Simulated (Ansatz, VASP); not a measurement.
**TaSi2: VASP beside Ansatz**

```
Ta Si
1.0
     5.01073    0.00000    0.00000
     0.00000    5.01073    0.00000
     0.00000    0.00000    2.73348
Ta Si
1 2
Direct
  0.50000 0.50000 0.00000
  0.00000 0.50000 0.00000
  0.50000 0.00000 0.00000
```

Alike in both runs: functional PBE; k mesh 5 × 5 × 5; occupations gaussian, width 0.2 eV; no spin polarisation.

Ansatz relaxed the structure, and its values are those at the end. VASP's run is a single point on that final structure, the one shown.

|  | VASP | Ansatz |
| --- | --- | --- |
| version | VASP 6.6.1 | Ansatz 0.2.0 |
| potentials or method | VASP PAW PBE potentials, release 64 (Ta_pv, Si), cutoff 500 eV | scalar-relativistic, plane waves, PAW |
| valence electrons in the cell | 19 | 21 |

```tsv
	VASP	Ansatz	Ansatz less VASP
gap on the k mesh at the Fermi level (eV)	none	none	-
pressure (GPa)	0.2	0.2	-0.03
```

A gap of «none» marks a metal or a gap that the smearing closes. VASP's potentials hold 19 valence electrons a cell and Ansatz's 21, so a difference there can come from the potentials and not from the codes.

The k mesh is coarse, so the values compare programs but aren't converged. Spin-orbit coupling is off throughout.
